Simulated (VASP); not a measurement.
Input of a VASP 6.6.1 run:

File INCAR:

```
PREC = Accurate ; ENCUT = 600
EDIFF = 1E-6 ; ISMEAR = 0
SIGMA = 0.1 ; LREAL = F
LASPH = T ; NELM = 100
ALGO = Normal ; ISIF = 3
LWAVE = F ; LCHARG = F
GGA = PE ; IBRION = 2
NSW = 90 ; EDIFFG = -0.04
```

KPOINTS

```
Automatic mesh
0
Gamma
  4 4 4
```

File POSCAR:

```
Be6N
1.0
    3.8882684500      0.0000000000      0.0000000000
    0.0000000000      3.8882684500      0.0000000000
    0.0000000000      0.0000000000      4.3257979500
Be N
6 1
Direct
    0.2122553800      0.5000000000      0.1245283900
    0.7877446200      0.5000000000      0.1245283900
    0.5000000000      0.2122553800      0.1245283900
    0.5000000000      0.7877446200      0.1245283900
    0.5000000000      0.0000000000      0.4307873600
    0.0000000000      0.5000000000      0.4307873600
    0.0000000000      0.0000000000      0.8854693000
```

Potentials or basis: VASP PAW PBE potentials, release 64 (Be, N).

The run is started by

```bash
$ cat potpaw_PBE.64/Be/POTCAR potpaw_PBE.64/N/POTCAR > POTCAR
$ mpirun -np 1 vasp_std > vasp.out
```

**Question.** Predict the space group after relaxing (to 0.1 Å).

**Answer.** P4mm (No. 99).

**Question.** Estimate the band gap on the k mesh.

**Answer.** Zero (an odd number of electrons rules out a gap without spin polarisation).

**Question.** Predict the relaxed cell.

**Answer.** a = 4.551 Å, b = 4.551 Å, c = 3.934 Å, α = 90.00°, β = 90.00°, γ = 90.00°.

Step by step:
```tsv
step	energy change (eV)	largest force (eV/Å)	pressure (GPa)	volume (Å³)
1	0.0000	11.7211	53.51	65.40
2	-6.4882	1.9440	-6.34	99.59
3	-6.8428	2.3013	1.90	85.07
4	-6.8554	2.2475	-0.67	88.12
5	-8.0397	2.6883	-4.36	90.82
6	-8.0398	2.6924	-4.36	90.82
7	-8.9874	1.2669	-4.85	89.61
8	-9.1072	0.9532	-4.47	88.94
9	-9.1143	0.8889	-4.30	88.74
10	-9.2566	0.3656	-3.36	86.22
11	-9.2955	0.3747	-2.39	84.24
12	-9.3245	0.0655	-0.77	82.32
13	-9.3267	0.0588	-0.15	81.65
14	-9.3276	0.0031	-0.04	81.48
```

Caveat: the k points lie up to 0.40 Å⁻¹ apart in the final cell, too coarse for converged energies and pressures of a metal; the volume moved by over 15 % at a fixed basis, so the end points are rough.
